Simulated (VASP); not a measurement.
# Al16Ni in VASP: single point with PBE+D3(BJ)

Aim: the single point of Al16Ni with PBE+D3(BJ).

All numbers are computed with VASP 6.6.1; they aren't measurements. Logs are shortened: lines on timing, memory, paths and dates and some standing lists are left out, and cuts for length are marked.

## (1) The cell of the first run

The cell holds a slab with vacuum, 17 atoms: a = 5.632 Å, b = 5.632 Å, c = 24.974 Å, α = 90.00°, β = 90.00°, γ = 90.00°.

## (2) Single point, PBE+D3(BJ), collinear spin, ferromagnetic start

The input, INCAR:

```
SYSTEM = Al16Ni
PREC = Accurate
ENCUT = 520
EDIFF = 1E-6
ISMEAR = 0
SIGMA = 0.1
LREAL = Auto
LASPH = .TRUE.
NELM = 150
ALGO = Normal
ISIF = 2
LWAVE = .FALSE.
LCHARG = .FALSE.
ISPIN = 2
MAGMOM = 0 0 0 0 0 0 0 0 0 0 0 0 0 0 0 0 2
LORBIT = 11
LMAXMIX = 4
LDIPOL = .TRUE.
IDIPOL = 3
DIPOL = 0.5 0.5 0.474
GGA = PE
IVDW = 12
NBANDS = 47
```

The input, KPOINTS:

```
regular mesh
0
G
  5 5 1
  0 0 0
```

The input, POSCAR:

```
Al16Ni
1.0
    5.6324246428      0.0000000000      0.0000000000
    0.0000000000      5.6324246428      0.0000000000
    0.0000000000      0.0000000000     24.9740884892
Al Ni
16 1
Direct
    0.2500000000      0.2500000000      0.3403527622
    0.2500000000      0.7500000000      0.3403527622
    0.7500000000      0.2500000000      0.3403527622
    0.7500000000      0.7500000000      0.3403527622
    0.5000000000      0.5000000000      0.4200899198
    0.5000000000      0.0000000000      0.4200899198
    0.0000000000      0.5000000000      0.4200899198
    0.0000000000      0.0000000000      0.4200899198
    0.7425418394      0.7500000000      0.5033327600
    0.7428986586      0.2500000000      0.5041464986
    0.2574581606      0.7500000000      0.5033327600
    0.2571013414      0.2500000000      0.5041464986
    0.0000000000     -0.0130751650      0.5797562966
    0.0000000000      0.5130751650      0.5797562966
    0.5000000000      0.0015549655      0.5949608621
    0.5000000000      0.4984450345      0.5949608621
    0.0000000000      0.2500000000      0.6462418456
```

Potentials or basis: VASP PAW PBE potentials, release 64 (Al, Ni).

Run with:

```sh
> cat potpaw_PBE.64/Al/POTCAR potpaw_PBE.64/Ni/POTCAR > POTCAR
> mpirun -np 1 vasp_std > vasp.out
```

OUTCAR:

```text
SYSTEM = Al16Ni
   PREC = Accurate
   ENCUT = 520
   EDIFF = 1E-6
   ISMEAR = 0
   LREAL = Auto
   LASPH = .TRUE.
   NELM = 150
   ISIF = 2
   ISPIN = 2
   LORBIT = 11
   GGA = PE
   IVDW = 12
 IVDW          = 12

 ion  position               nearest neighbor table
   1  0.250  0.250  0.340-   2 2.82   3 2.82   2 2.82   3 2.82   7 2.82   8 2.82   5 2.82   6 2.82

   2  0.250  0.750  0.340-   1 2.82   4 2.82   1 2.82   4 2.82   7 2.82   8 2.82   5 2.82   6 2.82

   3  0.750  0.250  0.340-   1 2.82   4 2.82   4 2.82   1 2.82   7 2.82   8 2.82   5 2.82   6 2.82
[... 12 lines left out ...]
                             7 2.90  11 2.90  16 3.02  15 3.02
  10  0.743  0.250  0.504-  12 2.74  13 2.80  14 2.80   9 2.82   9 2.82   6 2.87   5 2.87  12 2.90
                             8 2.91   7 2.91  16 3.00  15 3.00
  11  0.257  0.750  0.503-   9 2.73  14 2.74  13 2.74  12 2.82  12 2.82   6 2.86   5 2.86   8 2.90
                             7 2.90   9 2.90  15 3.02  16 3.02
  12  0.257  0.250  0.504-  10 2.74  13 2.80  14 2.80  11 2.82  11 2.82   6 2.87   5 2.87  10 2.90
                             7 2.91   8 2.91  15 3.00  16 3.00
  13  0.000  0.987  0.580-  17 2.23  14 2.67   9 2.74  11 2.74  10 2.80  12 2.80  15 2.84  15 2.84
                            14 2.96
  14  0.000  0.513  0.580-  17 2.23  13 2.67   9 2.74  11 2.74  10 2.80  12 2.80  16 2.84  16 2.84
                            13 2.96
  15  0.500  0.002  0.595-  16 2.80  16 2.83  13 2.84  13 2.84  10 3.00  12 3.00  11 3.02   9 3.02

  16  0.500  0.498  0.595-  15 2.80  15 2.83  14 2.84  14 2.84  12 3.00  10 3.00   9 3.02  11 3.02

  17  0.000  0.250  0.646-  13 2.23  14 2.23

  LATTYP: Found a simple tetragonal cell.
 ALAT       =     5.6324246428
 C/A-ratio  =     4.4339853745

  Lattice vectors:

 A1 = (   5.6324246428,   0.0000000000,   0.0000000000)
 A2 = (   0.0000000000,   5.6324246428,   0.0000000000)
 A3 = (   0.0000000000,   0.0000000000,  24.9740884892)

Analysis of symmetry for initial positions (statically):
=====================================================================
 Subroutine PRICEL returns:
 Original cell was already a primitive cell.

 Routine SETGRP: Setting up the symmetry group for a
 simple tetragonal supercell.

 Subroutine GETGRP returns: Found  4 space group operations
 (whereof  2 operations were pure point group operations)
 out of a pool of 16 trial point group operations.

The static configuration has the point symmetry C_1h.
 The point group associated with its full space group is C_2v.

Analysis of symmetry for dynamics (positions and initial velocities):
=====================================================================
 Subroutine PRICEL returns:
 Original cell was already a primitive cell.

 Routine SETGRP: Setting up the symmetry group for a
 simple tetragonal supercell.

 Subroutine GETGRP returns: Found  4 space group operations
 (whereof  2 operations were pure point group operations)
 out of a pool of 16 trial point group operations.

The dynamic configuration has the point symmetry C_1h.
 The point group associated with its full space group is C_2v.

Analysis of structural, dynamic, and magnetic symmetry:
=====================================================================
 Subroutine PRICEL returns:
 Original cell was already a primitive cell.

 Routine SETGRP: Setting up the symmetry group for a
 simple tetragonal supercell.

 Subroutine GETGRP returns: Found  4 space group operations
 (whereof  2 operations were pure point group operations)
 out of a pool of 16 trial point group operations.

The overall configuration has the point symmetry C_1h.
 The point group associated with its full space group is C_2v.

 Subroutine INISYM returns: Found  4 space group operations
 (whereof  2 operations are pure point group operations),
 and found     1 'primitive' translations

----------------------------------------------------------------------------------------

                                     Primitive cell

  volume of cell :     792.2832

  direct lattice vectors                    reciprocal lattice vectors
     5.632424643  0.000000000  0.000000000     0.177543432  0.000000000  0.000000000
     0.000000000  5.632424643  0.000000000     0.000000000  0.177543432  0.000000000
     0.000000000  0.000000000 24.974088489     0.000000000  0.000000000  0.040041501

  length of vectors
     5.632424643  5.632424643 24.974088489     0.177543432  0.177543432  0.040041501

  position of ions in fractional coordinates (direct lattice)
[... 91 lines left out ...]
   ENCUT  =  520.0 eV  38.22 Ry    6.18 a.u.  10.47 10.47 46.44*2*pi/ulx,y,z
   NELM   =    150;   NELMIN=  2; NELMDL= -5     # of ELM steps
   EDIFF  = 0.1E-05   stopping-criterion for ELM
   LREAL  =      T    real-space projection
   EDIFFG = 0.1E-04   stopping-criterion for IOM
   NSW    =      0    number of steps for IOM
   IBRION =     -1    ionic relax: 0-MD 1-quasi-New 2-CG
   NFREE  =      0    steps in history (QN), initial steepest desc. (CG)
   ISIF   =      2    stress and relaxation
   ISYM   =      2    0-nonsym 1-usesym 2-fastsym
   POTIM  = 0.5000    time-step for ionic-motion
   TEBEG  =    0.0;   TEEND  =   0.0 temperature during run
   PSTRESS=    0.0 pullay stress
   NELECT =      58.0000    total number of electrons
   NUPDOWN=      -1.0000    fix difference up-down
   EMIN   =  10.00;   EMAX   =-10.00  energy-range for DOS
   EFERMI =   0.00;   METHOD = LEGACY
   ISMEAR =     0;   SIGMA  =   0.10  broadening in eV -4-tet -1-fermi 0-gaus
   EFERMI_NEDOS =   21; number of points for ismear=-14 and -15
   IALGO  =     38    algorithm
   IMIX   =      4    mixing-type and parameters
     AMIX     =   0.40;   BMIX     =  1.00
     AMIX_MAG =   1.60;   BMIX_MAG =  1.00
  volume/ion in A,a.u.               =      46.60       314.51
  Fermi-wavevector in a.u.,A,eV,Ry     =   0.684842  1.294165  6.381258  0.469009
  Thomas-Fermi vector in A             =   1.764612
   LORBIT       =     11    0 simple, 1 ext, 2 COOP (PROOUT), +10 PAW based schemes
   GGA     = PE    functional components
   LHFCALC =     F    Hartree Fock is set to
   AEXX    =    0.0000 exact exchange contribution
   IVDW    =    12    specifies the selected vdW correction
   LEPSILON=     F    determine dielectric tensor
   LRPA    =     F    only Hartree local field effects (RPA)
 spin polarized calculation
 Gauss-broadening in eV      SIGMA  =   0.10
  energy-cutoff  :      520.00
  volume of cell :      792.28
 maximum number of plane-waves:     21383
 NGX is ok and might be reduce to    42
   NGX = 21   NGY = 21   NGZ = 93

 dipolmoment           0.000000      0.000000      0.000109 electrons x Angstroem

 number of electron      57.9999990 magnetization       0.0000507

 dipolmoment           0.000000      0.000000     -0.084089 electrons x Angstroem

 Free energy of the ion-electron system (eV)
  ---------------------------------------------------
  ext. energy  EPLUGINS =         0.00000000
  ---------------------------------------------------
  free energy    TOTEN  =       -60.40108161 eV

  energy without entropy =      -60.34571830  energy(sigma->0) =      -60.37339995

 E-fermi :   0.1660     XC(G=0):  -4.3680

 val. band max:        0.1545174985   @ k =   0.4000   0.2000   0.0000
 cond. band min:       0.1674506060   @ k =   0.4000   0.4000   0.0000
 fundamental gap:      0.0129331075
 Fermi energy:         0.1659847988

 spin component 1

 k-point     1 :       0.0000    0.0000    0.0000
  band No.  band energies     occupation
      1     -10.6249      1.00000
      2      -9.3186      1.00000
      3      -7.2243      1.00000
      4      -6.0837      1.00000
      5      -6.0614      1.00000
      6      -6.0347      1.00000
[... 385 lines left out ...]
     40       2.4688      0.00000
     41       2.6173      0.00000
 Fermi energy:         0.1659847988

 spin component 2

 k-point     1 :       0.0000    0.0000    0.0000
  band No.  band energies     occupation
      1     -10.6249      1.00000
      2      -9.3186      1.00000
      3      -7.2243      1.00000
      4      -6.0837      1.00000
      5      -6.0614      1.00000
      6      -6.0347      1.00000
[... 385 lines left out ...]
     40       2.4688      0.00000
     41       2.6173      0.00000
 [bands above 41 left out]

------------------------ aborting loop because EDIFF is reached ----------------------------------------

 vacuum level on the upper side and lower side of the slab       (xc-potential included)        -0.350         0.116

 Edisp (eV)   -4.26721

 E8    (eV) :    -1.9762

  FORCE on cell =-STRESS in cart. coord.  units (eV):
  Direction    XX          YY          ZZ          XY          YZ          ZX
  --------------------------------------------------------------------------------------
  -------------------------------------------------------------------------------------
  Total      -9.99416    -5.90138     1.86536     0.00000     0.00000     0.00000
  in kB     -20.21047   -11.93393     3.77219     0.00000     0.00000     0.00000
  external pressure =       -9.46 kB  Pullay stress =        0.00 kB

 VOLUME and BASIS-vectors are now :
 -----------------------------------------------------------------------------
  energy-cutoff  :      520.00
  volume of cell :      792.28
      direct lattice vectors                 reciprocal lattice vectors
     5.632424643  0.000000000  0.000000000     0.177543432  0.000000000  0.000000000
     0.000000000  5.632424643  0.000000000     0.000000000  0.177543432  0.000000000
     0.000000000  0.000000000 24.974088489     0.000000000  0.000000000  0.040041501

 POSITION                                       TOTAL-FORCE (eV/Angst)
 -----------------------------------------------------------------------------------
      1.40811      1.40811      8.50000        -0.011277      0.000000     -0.273407
      1.40811      4.22432      8.50000        -0.020586      0.000000     -0.224458
      4.22432      1.40811      8.50000         0.011277      0.000000     -0.273407
      4.22432      4.22432      8.50000         0.020586      0.000000     -0.224458
      2.81621      2.81621     10.49136         0.000000     -0.040690      0.176819
      2.81621      0.00000     10.49136         0.000000      0.040690      0.176819
[... 9 lines left out ...]
      2.81621      2.80745     14.85861         0.000000     -0.010176     -0.017376
      0.00000      1.40811     16.13930         0.000000      0.000000      0.013438
 -----------------------------------------------------------------------------------
    total drift:                                0.000000      0.000000     -0.016614

  FREE ENERGIE OF THE ION-ELECTRON SYSTEM (eV)
  ---------------------------------------------------
  free  energy   TOTEN  =       -64.6682944145 eV

  energy  without entropy=      -64.6129311082  energy(sigma->0) =      -64.64061276

 vacuum level on the upper side and lower side of the slab         3.846         4.320

 total charge

# of ion       s       p       d       tot
------------------------------------------
    1        0.466   0.308   0.000   0.774
    2        0.467   0.307   0.000   0.774
    3        0.466   0.308   0.000   0.774
    4        0.467   0.307   0.000   0.774
    5        0.429   0.348   0.000   0.777
    6        0.429   0.348   0.000   0.777
[... 9 lines left out ...]
   16        0.468   0.275   0.000   0.743
   17        0.465   0.177   8.533   9.176
--------------------------------------------------
tot          7.608   5.440   8.533  21.581

 magnetization (x)

# of ion       s       p       d       tot
------------------------------------------
    1        0.000   0.000   0.000   0.000
    2        0.000   0.000   0.000   0.000
    3        0.000   0.000   0.000   0.000
    4        0.000   0.000   0.000   0.000
    5       -0.000   0.000   0.000  -0.000
    6       -0.000   0.000   0.000  -0.000
[... 9 lines left out ...]
   16        0.000   0.000   0.000   0.000
   17        0.000  -0.000   0.000   0.000
--------------------------------------------------
tot          0.000   0.000   0.000   0.000
```

It took 46 min on 1 thread of Oxide Virtual Turin-like, shared host; peak memory 1.2 GiB.

What came out:

- Free energy: -64.6683 eV
- Largest force: 0.317 eV/Å
- Band gap on the k mesh: zero (filled and empty bands overlap)
- Net moment: 0.00 μB per cell
- Valence electrons inside the program's atomic spheres: Al 0.77, 0.78, 0.81, 0.74 (each value once); Ni 9.18
- Dispersion energy per atom: -0.251 eV

Forces in eV/Å, atoms in the order of the input:
```
Al  -0.011  0.000 -0.273
Al  -0.021  0.000 -0.224
Al   0.011  0.000 -0.273
Al   0.021  0.000 -0.224
Al   0.000 -0.041  0.177
Al   0.000  0.041  0.177
Al   0.000 -0.022  0.316
Al   0.000  0.022  0.316
Al  -0.008  0.000  0.023
Al  -0.011  0.000  0.008
Al   0.008  0.000  0.023
Al   0.011  0.000  0.008
Al   0.000 -0.022 -0.016
Al   0.000  0.022 -0.016
Al   0.000  0.010 -0.017
Al   0.000 -0.010 -0.017
Ni   0.000  0.000  0.013
```

Levels at points of the mesh, in eV from the Fermi level:
Spin up:
| k point | band 25 | band 26 | band 27 | band 28 | band 29 | band 30 | band 31 | band 32 | band 33 | band 34 |
| --- | --- | --- | --- | --- | --- | --- | --- | --- | --- | --- |
| (0.00, 0.00, 0.00) | -0.94 | -0.92 | -0.87 | -0.83 | -0.31 | -0.13 | -0.09 | 0.10 | 0.47 | 0.51 |
Spin down:
| k point | band 27 | band 28 | band 29 | band 30 | band 31 | band 32 |
| --- | --- | --- | --- | --- | --- | --- |
| (0.00, 0.00, 0.00) | -0.87 | -0.83 | -0.31 | -0.13 | -0.09 | 0.10 |

Caveat: the moments typed at the start vanished in this run.
